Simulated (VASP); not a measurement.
# V in VASP: notebook

The runs below take V through single point, relaxation of the atoms, with r2SCAN, PBE.

All numbers are computed with VASP 6.6.1; they aren't measurements. Logs are shortened: lines on timing, memory, paths and dates and some standing lists are left out, and cuts for length are marked.

### Step 1. The cell of the first run

Symmetry: Im-3m, No. 229, cubic system. Conventional cell: a = 3.026 Å, b = 3.026 Å, c = 3.026 Å, α = 90.00°, β = 90.00°, γ = 90.00°. V (site symmetry m-3m) has 14 V at 2.62 to 3.03 Å within 3.5 Å.

### Step 2. Single point, r2SCAN, collinear spin, ferromagnetic start

File POSCAR:

```
V
1.0
   -1.5130000000      1.5130000000      1.5130000000
    1.5130000000     -1.5130000000      1.5130000000
    1.5130000000      1.5130000000     -1.5130000000
V
1
Direct
    0.0000000000      0.0000000000      0.0000000000
```

File INCAR.step1:

```
ALGO     = Normal         # electronic algorithm
EDIFF    = 1E-5           # SCF threshold, eV
ENCUT    = 550            # plane-wave cutoff, eV
GGA      = PE             # functional
GGA_COMPAT= False        
ISMEAR   = 0              # smearing method
ISPIN    = 2              # spin polarisation
LASPH    = True           # aspherical terms in the spheres
LCHARG   = False          # write CHGCAR
LMAXMIX  = 4              # l up to which the mixer works
LREAL    = False          # projectors in reciprocal space
LWAVE    = True           # write WAVECAR
MAGMOM   = 0.51           # initial moments
NBANDS   = 16             # bands
NELM     = 200            # most SCF steps
PREC     = Accurate       # precision mode
SIGMA    = 0.1            # smearing width, eV
```

File INCAR.step2:

```
ALGO     = Normal         # electronic algorithm
EDIFF    = 1E-6           # SCF threshold, eV
ENCUT    = 550            # plane-wave cutoff, eV
GGA_COMPAT= False        
ISIF     = 2              # what is computed and relaxed
ISMEAR   = 0              # smearing method
ISPIN    = 2              # spin polarisation
ISTART   = 1            
LASPH    = True           # aspherical terms in the spheres
LCHARG   = True           # write CHGCAR
LELF     = True           # ELF
LMAXMIX  = 4              # l up to which the mixer works
LMIXTAU  = True         
LORBIT   = 11             # projections on sites
LREAL    = False          # projectors in reciprocal space
LVHAR    = True         
LWAVE    = False          # write WAVECAR
MAGMOM   = 0.51           # initial moments
METAGGA  = R2SCAN         # meta-GGA
NBANDS   = 16             # bands
NELM     = 200            # most SCF steps
PREC     = Accurate       # precision mode
SIGMA    = 0.1            # smearing width, eV
```

File KPOINTS:

```
k-points
0
Gamma
  6 6 6
```

Potentials or basis: VASP PAW PBE potentials, release 64 (V_sv).

Launch:

```console
$ cat potpaw_PBE.64/V_sv/POTCAR > POTCAR
$ cp INCAR.step1 INCAR
$ mpirun -np 1 vasp_std > vasp.out
$ cp INCAR.step2 INCAR
$ mpirun -np 1 vasp_std > vasp.out
```

OUTCAR:

```text
EDIFF = 1E-6
   ENCUT = 550
   ISIF = 2
   ISMEAR = 0
   ISPIN = 2
   ISTART = 1
   LASPH = True
   LORBIT = 11
   LREAL = False
   METAGGA = R2SCAN
   NELM = 200
   PREC = Accurate

 ion  position               nearest neighbor table
   1  0.000  0.000  0.000-

  LATTYP: Found a body centered cubic cell.
 ALAT       =     3.0260000000

  Lattice vectors:

 A1 = (  -1.5130000000,   1.5130000000,   1.5130000000)
 A2 = (   1.5130000000,  -1.5130000000,   1.5130000000)
 A3 = (   1.5130000000,   1.5130000000,  -1.5130000000)

Analysis of symmetry for initial positions (statically):
=====================================================================
 Subroutine PRICEL returns:
 Original cell was already a primitive cell.

 Routine SETGRP: Setting up the symmetry group for a
 body centered cubic supercell.

 Subroutine GETGRP returns: Found 48 space group operations
 (whereof 48 operations were pure point group operations)
 out of a pool of 48 trial point group operations.

The static configuration has the point symmetry O_h .

Analysis of symmetry for dynamics (positions and initial velocities):
=====================================================================
 Subroutine PRICEL returns:
 Original cell was already a primitive cell.

 Routine SETGRP: Setting up the symmetry group for a
 body centered cubic supercell.

 Subroutine GETGRP returns: Found 48 space group operations
 (whereof 48 operations were pure point group operations)
 out of a pool of 48 trial point group operations.

The dynamic configuration has the point symmetry O_h .

Analysis of structural, dynamic, and magnetic symmetry:
=====================================================================
 Subroutine PRICEL returns:
 Original cell was already a primitive cell.

 Routine SETGRP: Setting up the symmetry group for a
 body centered cubic supercell.

 Subroutine GETGRP returns: Found 48 space group operations
 (whereof 48 operations were pure point group operations)
 out of a pool of 48 trial point group operations.

The overall configuration has the point symmetry O_h .

 Subroutine INISYM returns: Found 48 space group operations
 (whereof 48 operations are pure point group operations),
 and found     1 'primitive' translations

----------------------------------------------------------------------------------------

                                     Primitive cell

  volume of cell :      13.8541

  direct lattice vectors                    reciprocal lattice vectors
    -1.513000000  1.513000000  1.513000000     0.000000000  0.330469266  0.330469266
[... 96 lines left out ...]
  volume/ion in A,a.u.               =      13.85        93.49
  Fermi-wavevector in a.u.,A,eV,Ry     =   1.602742  3.028744 34.950411  2.568783
  Thomas-Fermi vector in A             =   2.699515
   LORBIT       =     11    0 simple, 1 ext, 2 COOP (PROOUT), +10 PAW based schemes
   METAGGA = R2SCAN    functional components
   LHFCALC =     F    Hartree Fock is set to
   AEXX    =    0.0000 exact exchange contribution
   IVDW    =     0    specifies the selected vdW correction
   LEPSILON=     F    determine dielectric tensor
   LRPA    =     F    only Hartree local field effects (RPA)
 spin polarized calculation
 Gauss-broadening in eV      SIGMA  =   0.10
  energy-cutoff  :      550.00
  volume of cell :       13.85
 maximum number of plane-waves:       418
   NGX =  9   NGY =  9   NGZ =  9

 number of electron      12.9999996 magnetization       0.7771471

 Free energy of the ion-electron system (eV)
  ---------------------------------------------------
  ext. energy  EPLUGINS =         0.00000000
  ---------------------------------------------------
  free energy    TOTEN  =       -14.11987281 eV

  energy without entropy =      -14.11303603  energy(sigma->0) =      -14.11645442

 E-fermi :   9.4508     XC(G=0): -13.8821

 val. band max:        9.2786761146   @ k =   0.1667   0.1667   0.0000
 cond. band min:       9.4956645388   @ k =   0.3333   0.1667   0.0000
 fundamental gap:      0.2169884242
 Fermi energy:         9.4507890262

 spin component 1

 k-point     1 :       0.0000    0.0000    0.0000
  band No.  band energies     occupation
      1     -57.3733      1.00000
      2     -29.5692      1.00000
      3     -29.5692      1.00000
      4     -29.5692      1.00000
      5       2.0549      1.00000
      6       9.2417      0.99845
[... 280 lines left out ...]
      2     -30.1641      1.00000
      3     -30.1640      1.00000
      4     -30.1640      1.00000
      5       6.2652      1.00000
      6       6.2652      1.00000
[... 8 lines left out ...]
     15      31.6793      0.00000
     16      41.9065      0.00000
 Fermi energy:         9.4507890262

 spin component 2

 k-point     1 :       0.0000    0.0000    0.0000
  band No.  band energies     occupation
      1     -56.6232      1.00000
      2     -28.8219      1.00000
      3     -28.8219      1.00000
      4     -28.8219      1.00000
      5       2.5999      1.00000
      6      10.4233      0.00000
[... 281 lines left out ...]
      3     -29.3937      1.00000
      4     -29.3937      1.00000
      5       6.4459      1.00000
      6       6.4459      1.00000
[... 8 lines left out ...]
     15      31.9464      0.00000
     16      43.1625      0.00000

------------------------ aborting loop because EDIFF is reached ----------------------------------------

  FORCE on cell =-STRESS in cart. coord.  units (eV):
  Direction    XX          YY          ZZ          XY          YZ          ZX
  --------------------------------------------------------------------------------------
  -------------------------------------------------------------------------------------
  Total       -0.3485729     -0.3485729     -0.3485729     -0.0000000     -0.0000000      0.0000000
  in kB      -40.3113559    -40.3113559    -40.3113559     -0.0000000     -0.0000000      0.0000000
  external PRESSURE =     -40.3113559 kB  Pullay stress =       0.0000000 kB

 VOLUME and BASIS-vectors are now :
 -----------------------------------------------------------------------------
  energy-cutoff  :      550.00
  volume of cell :       13.85
      direct lattice vectors                 reciprocal lattice vectors
    -1.513000000  1.513000000  1.513000000     0.000000000  0.330469266  0.330469266
     1.513000000 -1.513000000  1.513000000     0.330469266  0.000000000  0.330469266
     1.513000000  1.513000000 -1.513000000     0.330469266  0.330469266  0.000000000

 POSITION                                       TOTAL-FORCE (eV/Angst)
 -----------------------------------------------------------------------------------
      0.00000      0.00000      0.00000        -0.000000     -0.000000      0.000000
 -----------------------------------------------------------------------------------
    total drift:                               -0.000000     -0.000000      0.000000

  FREE ENERGIE OF THE ION-ELECTRON SYSTEM (eV)
  ---------------------------------------------------
  free  energy   TOTEN  =       -14.1198728122 eV

  energy  without entropy=      -14.1130360300  energy(sigma->0) =      -14.11645442

 total charge

# of ion       s       p       d       tot
------------------------------------------
    1        2.329   6.233   3.008  11.570

 magnetization (x)

# of ion       s       p       d       tot
------------------------------------------
    1        0.011   0.045   0.601   0.658
```

OSZICAR.step1:

```text
N       E                     dE             d eps       ncg     rms          rms(c)
DAV:   1     0.948782323006E+02    0.94878E+02   -0.66258E+03  1024   0.903E+02
DAV:   2    -0.880609967333E+01   -0.10368E+03   -0.99979E+02  1168   0.278E+02
DAV:   3    -0.103899335016E+02   -0.15838E+01   -0.15826E+01  1128   0.369E+01
DAV:   4    -0.103962077037E+02   -0.62742E-02   -0.62742E-02  1224   0.244E+00
DAV:   5    -0.103962650444E+02   -0.57341E-04   -0.57341E-04  1144   0.219E-01    0.177E+01
DAV:   6    -0.896167003813E+01    0.14346E+01   -0.15162E+00  1072   0.225E+01    0.163E+00
DAV:   7    -0.894657831831E+01    0.15092E-01   -0.26418E-02  1088   0.168E+00    0.964E-01
DAV:   8    -0.895040896108E+01   -0.38306E-02   -0.14517E-02  1104   0.124E+00    0.970E-01
DAV:   9    -0.895321327623E+01   -0.28043E-02   -0.13807E-03  1160   0.365E-01    0.232E-01
DAV:  10    -0.895331460701E+01   -0.10133E-03   -0.11900E-04  1144   0.135E-01    0.118E-01
DAV:  11    -0.895337541594E+01   -0.60809E-04   -0.51722E-05  1040   0.845E-02    0.259E-02
DAV:  12    -0.895337835497E+01   -0.29390E-05   -0.61770E-06   672   0.245E-02
   1 F= -.89533784E+01 E0= -.89503022E+01  d E =-.615239E-02  mag=     0.6176
```

Run time: 54 s. Hardware: 1 thread of AMD EPYC 7R43 (Zen 3), shared host; peak memory 0.1 GiB.

What came out:

```
Free energy                                           : -14.1199 eV
Pressure                                              : -4.0 GPa
Net moment                                            : 0.78 μB per cell
Site moments                                          : V +0.66 μB
Valence electrons inside the program's atomic spheres : V 11.57
```

Caveat: the k points lie up to 0.49 Å⁻¹ apart; the PAW data sets were made with another functional, which shifts forces and pressure a little.

### Step 3. Single point, PBE, collinear spin, ferromagnetic start

This run uses another cell than the first one, of 12.78 Å³/atom.

File INCAR:

```
PREC = Accurate
ENCUT = 500
EDIFF = 1E-6
ISMEAR = 0
SIGMA = 0.1
LREAL = False
LASPH = True
NELM = 200
ALGO = Normal
ISIF = 2
LWAVE = False
LCHARG = False
ISPIN = 2
MAGMOM = 0.51
LORBIT = 11
LMAXMIX = 4
GGA = PE
NBANDS = 16
GGA_COMPAT = False
```

File KPOINTS:

```
Automatic mesh
0
Gamma
  4 4 4
```

File POSCAR:

```
V
1.0
   -1.4939434208      1.4328777290      1.4105628109
    1.5071586156     -1.5502492869      1.5411495636
    1.4467702269      1.5030760930     -1.5279343688
V
1
Direct
    0.0000000000      0.0000000000      0.0000000000
```

Potentials or basis: VASP PAW PBE potentials, release 64 (V_sv).

Launch:

```console
$ cat potpaw_PBE.64/V_sv/POTCAR > POTCAR
$ mpirun -np 1 vasp_std > vasp.out
```

Wall time 22 s (1 thread of AMD EPYC 7R43 (Zen 3), shared host); peak memory 0.1 GiB.

Results (log left out):

- Free energy: -9.0577 eV
- Pressure: 10.8 GPa
- Net moment: 0.00 μB per cell
- Valence electrons inside the program's atomic spheres: V 11.75

Stress tensor (GPa, compression positive):
```
11.55  0.93  0.15
 0.93 10.81  7.13
 0.15  7.13 10.00
```

Levels at points of the mesh, in eV from the Fermi level:
Spin up:
```
           k point  band 3  band 4  band 5  band 6  band 7  band 8  band 9  band 10
(0.00, 0.00, 0.00)  -36.86  -36.77   -6.63   -0.09    0.29    0.94    2.59     2.74
(0.50, 0.00, 0.00)  -37.31  -36.94   -3.36   -1.11    2.40    2.63    2.69     4.70
(0.00, 0.50, 0.00)  -37.18  -36.85   -3.29   -1.19    1.82    2.59    2.95     4.32
(0.50, 0.50, 0.00)  -37.17  -36.83   -3.30   -1.32    1.64    2.73    3.10     4.28
(0.00, 0.00, 0.50)  -37.26  -36.86   -3.33   -1.19    2.22    2.54    2.85     4.48
(0.50, 0.00, 0.50)  -37.24  -36.83   -3.32   -1.21    1.94    2.60    2.94     4.41
(0.00, 0.50, 0.50)  -37.09  -36.81   -3.32   -1.41    1.23    2.91    3.28     4.17
(0.50, 0.50, 0.50)  -37.61  -37.46   -3.25   -3.17    3.50    3.99    4.44    10.52
```
Spin down:
```tsv
k point	band 3	band 4	band 5	band 6	band 7	band 8	band 9	band 10
(0.00, 0.00, 0.00)	-36.86	-36.77	-6.63	-0.09	0.29	0.94	2.59	2.74
(0.50, 0.00, 0.00)	-37.31	-36.94	-3.36	-1.11	2.40	2.63	2.69	4.70
(0.00, 0.50, 0.00)	-37.18	-36.85	-3.29	-1.19	1.82	2.59	2.95	4.32
(0.50, 0.50, 0.00)	-37.17	-36.83	-3.30	-1.32	1.64	2.73	3.10	4.28
(0.00, 0.00, 0.50)	-37.26	-36.86	-3.33	-1.19	2.22	2.54	2.85	4.48
(0.50, 0.00, 0.50)	-37.24	-36.83	-3.32	-1.21	1.94	2.60	2.94	4.41
(0.00, 0.50, 0.50)	-37.09	-36.81	-3.32	-1.41	1.23	2.91	3.28	4.17
(0.50, 0.50, 0.50)	-37.61	-37.46	-3.25	-3.17	3.50	3.99	4.44	10.52
```

Caveat: the k points lie up to 0.75 Å⁻¹ apart.

### Step 4. Relaxation of the atoms, PBE, collinear spin, ferromagnetic start

File INCAR:

```
SYSTEM = V
PREC = Accurate ; ENCUT = 450
EDIFF = 1E-7 ; ISMEAR = 0
SIGMA = 0.1 ; LREAL = .False.
LASPH = .True. ; NELM = 200
ALGO = Normal ; ISIF = 2
LWAVE = .False. ; LCHARG = .False.
ISPIN = 2 ; MAGMOM = 0.51
LORBIT = 11 ; LMAXMIX = 4
GGA = PE ; IBRION = 2
NSW = 30 ; EDIFFG = -0.004
GGA_COMPAT = .False. ; NELMIN = 4
```

File KPOINTS:

```
regular mesh
0
Gamma
  6 6 6
  0 0 0
```

File POSCAR:

```
V
1.0
   -1.5130000000      1.5130000000      1.5130000000
    1.5130000000     -1.5130000000      1.5130000000
    1.5130000000      1.5130000000     -1.5130000000
V
1
Direct
    0.0000000000      0.0000000000      0.0000000000
```

Launch:

```console
$ cat potpaw_PBE.64/V_sv/POTCAR > POTCAR
$ mpirun -np 1 vasp_std > vasp.out
```

Wall time 11 s (1 thread of AMD EPYC 7R43 (Zen 3), shared host); peak memory 0.08 GiB.

It converged, with:

```yaml
Free_energy: -8.9529 eV
Pressure_after_relaxing: -4.2 GPa
Net_moment: 0.62 μB per cell
Site_moments: V +0.49 μB
Valence_electrons_inside_the_program's_atomic_spheres: V 11.61
```

Final structure:
```
V
1.0
    -1.51300    1.51300    1.51300
     1.51300   -1.51300    1.51300
     1.51300    1.51300   -1.51300
V
1
Direct
  0.00000 0.00000 0.00000
```

Levels at points of the mesh, in eV from the Fermi level:
Spin up:
| k point | band 3 | band 4 | band 5 | band 6 | band 7 | band 8 | band 9 | band 10 |
| --- | --- | --- | --- | --- | --- | --- | --- | --- |
| (0.00, 0.00, 0.00) | -37.33 | -37.33 | -6.78 | 0.11 | 0.11 | 0.11 | 2.19 | 2.19 |
| (0.50, 0.00, 0.00) | -37.59 | -37.34 | -3.33 | -1.37 | 1.29 | 2.14 | 2.53 | 3.68 |
| (0.50, 0.50, 0.50) | -37.90 | -37.90 | -3.05 | -3.05 | 3.30 | 3.30 | 3.30 | 9.65 |
Spin down:
```tsv
k point	band 4	band 5	band 6	band 7	band 8	band 9
(0.00, 0.00, 0.00)	-36.91	-6.34	0.65	0.65	0.65	2.44
(0.50, 0.00, 0.00)	-36.92	-2.89	-0.83	1.72	2.49	2.79
(0.50, 0.50, 0.50)	-37.47	-2.75	-2.75	3.83	3.83	3.83
```

Caveat: the k points lie up to 0.49 Å⁻¹ apart; the relaxation stopped at its first step, so nothing moved.

### Step 5. Summary

| task | level | cell | k mesh | cutoff (eV) | gap on the mesh (eV) | pressure (GPa) | moment (μB) |
| --- | --- | --- | --- | --- | --- | --- | --- |
| single point | r2SCAN | a = 2.621 Å, angles 109.5°, 1 atom | 6 × 6 × 6 | 550 | none | -4.0 | 0.78 |
| single point | PBE | a = 2.505, b = 2.655, c = 2.586 Å, angles 111.4, 109.5, 110.2°, 1 atom | 4 × 4 × 4 | 500 | none | 10.8 | 0.00 |
| relaxation of the atoms | PBE | atoms relaxed from a = 2.621 Å, angles 109.5°, 1 atom | 6 × 6 × 6 | 450 | none | -4.2 | 0.62 |

Alike in all rows: potentials or basis VASP PAW PBE potentials, release 64 (V_sv); spin collinear, ferromagnetic start; smearing gaussian 0.1 eV.

Caveats: all runs use coarse meshes; the PAW data sets were made with another functional, which shifts forces and pressure a little (at least some runs); the relaxation stopped at its first step, so nothing moved (at least some runs).

Absolute energies hang on the potentials; compare differences alone.
